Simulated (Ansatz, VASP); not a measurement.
## AlGa3N4: VASP beside Ansatz

INCAR

```
SYSTEM = AlGa3N4
PREC = Accurate
ENCUT = 520
EDIFF = 1E-6
ISMEAR = 0
SIGMA = 0.05
LREAL = .False.
LASPH = .True.
NELM = 60
ALGO = Normal
ISIF = 2
LWAVE = .False.
LCHARG = .False.
GGA = PS
NBANDS = 41
```

The input KPOINTS:

```
Automatic mesh
0
Gamma
  6 8 6
  0 0 0
```

The input POSCAR:

```
AlGa3N4
1.0
    5.1423512025      0.0000000000      0.0001215039
    0.0000000000      3.1649848011      0.0000000000
   -0.0035856884      0.0000000000      5.4784941380
Al Ga N
1 3 4
Direct
    0.0006034235      0.5000000000      0.6673576246
    0.4991167026      0.5000000000      0.3349195796
    0.4990273840      0.0000000000      0.8315570006
    0.9998617813      0.0000000000      0.1661805284
    0.1513166829      0.5000000000      0.3188967562
    0.1492939090      0.0000000000      0.8051754004
    0.6520915685      0.0000000000      0.1450156280
    0.6628802754      0.5000000000      0.6460958466
```

Input for Ansatz:

```yaml
crystal:
  lattice:
    - [5.1423512025, 0.0, 0.0001215039]
    - [0.0, 3.1649848011, 0.0]
    - [-0.0035856884, 0.0, 5.478494138]
  atoms:
    - { symbol: Al, position: [0.0006034235, 0.5, 0.6673576246] }
    - { symbol: Ga, position: [0.4991167026, 0.5, 0.3349195796] }
    - { symbol: Ga, position: [0.499027384, 0.0, 0.8315570006] }
    - { symbol: Ga, position: [0.9998617813, 0.0, 0.1661805284] }
    - { symbol: "N", position: [0.1513166829, 0.5, 0.3188967562] }
    - { symbol: "N", position: [0.149293909, 0.0, 0.8051754004] }
    - { symbol: "N", position: [0.6520915685, 0.0, 0.145015628] }
    - { symbol: "N", position: [0.6628802754, 0.5, 0.6460958466] }
basis:
  ecutwfc: 420
kpoints:
  mp_grid: { grid: [6, 8, 6] }
hamiltonian:
  xc: pbesol
scf:
  occupations: { method: gaussian, width: 0.05 }
output:
  forces: true
  stress: true
  eigenvalues: true
```

Change from the starting cell: all N atoms moved -0.200 Å, as atom 5 towards its neighbour atom 8 (N) at 3.087 Å.

Alike in both runs: task single point; functional PBEsol; k mesh 6 × 8 × 6; occupations gaussian, width 0.05 eV; no spin polarisation.

```csv
,VASP,Ansatz
version,VASP 6.6.1,Ansatz 0.2.0
potentials or method,"VASP PAW PBE potentials, release 64 (Al, Ga_d, N), cutoff 520 eV","scalar-relativistic, plane waves, PAW"
valence electrons in the cell,62,62
```

Ansatz gave:

| Item | Value |
| --- | --- |
| gap on the k mesh at the Fermi level (eV) | 2.11 |
| least direct gap on the mesh (eV) | 2.11 |
| pressure (GPa) | 4.3 |
| traceless stress, the component that is largest in VASP (GPa) | 16.76 |
| rms of the force components (eV/Å) | 1.670 |

Problem. What did VASP give for the same quantities?

Solution. gap on the k mesh at the Fermi level (eV): 2.12; least direct gap on the mesh (eV): 2.12; pressure (GPa): 4.1; traceless stress, the component that is largest in VASP (GPa): 16.56; rms of the force components (eV/Å): 1.657.

VASP's potentials were made for PBE, not for PBEsol. Atom by atom the forces differ by 0.025 eV/Å (rms over components).
